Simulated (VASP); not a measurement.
Here is a VASP 6.6.1 calculation.

POSCAR

```
HfO2
1.0
   -1.9959180577      1.9959180577      5.2755209585
    1.9959180577     -1.9959180577      5.2755209585
    1.9959180577      1.9959180577     -5.2755209585
Hf O
2 4
Direct
    0.0000000000      0.0000000000      0.0000000000
    0.7500000000      0.2500000000      0.5000000000
    0.7980140961      0.7980140961      0.0000000000
    0.2019859039      0.2019859039      0.0000000000
    0.9519859039      0.4519859039      0.5000000000
    0.5480140961      0.0480140961      0.5000000000
```

The input INCAR.step1:

```
PREC     = Accurate       # precision mode
ENCUT    = 520            # plane-wave cutoff, eV
ISMEAR   = 0              # smearing method
SIGMA    = 0.02           # smearing width, eV
LREAL    = F              # projectors in reciprocal space
LASPH    = T              # aspherical terms in the spheres
NELM     = 100            # most SCF steps
NBANDS   = 31             # bands
GGA      = PE             # functional
ALGO     = Normal         # electronic algorithm
EDIFF    = 1E-4           # SCF threshold, eV
LWAVE    = T              # write WAVECAR
LCHARG   = F              # write CHGCAR
```

The input INCAR.step2:

```
PREC     = Accurate       # precision mode
ENCUT    = 520            # plane-wave cutoff, eV
EDIFF    = 1E-6           # SCF threshold, eV
ISMEAR   = 0              # smearing method
SIGMA    = 0.02           # smearing width, eV
LREAL    = F              # projectors in reciprocal space
LASPH    = T              # aspherical terms in the spheres
NELM     = 100            # most SCF steps
ALGO     = Normal         # electronic algorithm
ISIF     = 2              # what is computed and relaxed
LWAVE    = F              # write WAVECAR
LCHARG   = F              # write CHGCAR
METAGGA  = R2SCAN         # meta-GGA
LMIXTAU  = T            
NBANDS   = 31             # bands
ISTART   = 1
```

File KPOINTS:

```
regular mesh
0
Gamma
  8 8 8
```

Potentials or basis: VASP PAW PBE potentials, release 64 (Hf_pv, O).

Run with:

```console
$ cat potpaw_PBE.64/Hf_pv/POTCAR potpaw_PBE.64/O/POTCAR > POTCAR
$ cp INCAR.step1 INCAR
$ mpirun -np 1 vasp_std > vasp.out
$ cp INCAR.step2 INCAR
$ mpirun -np 1 vasp_std > vasp.out
```

Problem. What does it give for the pressure?

Solution. -2.8 GPa.

Problem. What does it give for the band gap on the k mesh?

Solution. 5.04 eV (least direct gap 5.28 eV).

Problem. Predict the largest force.

Solution. 0.042 eV/Å.

Forces on the atoms (eV/Å):
```
Hf   0.000  0.000  0.000
Hf   0.000  0.000  0.000
O    0.000  0.000  0.042
O    0.000  0.000 -0.042
O    0.000  0.000 -0.042
O    0.000  0.000  0.042
```

Caveat: the PAW data sets were made with another functional, which shifts forces and pressure a little; spin-orbit coupling is left out, which moves the levels of the heavy elements. A k mesh can miss the band edges.
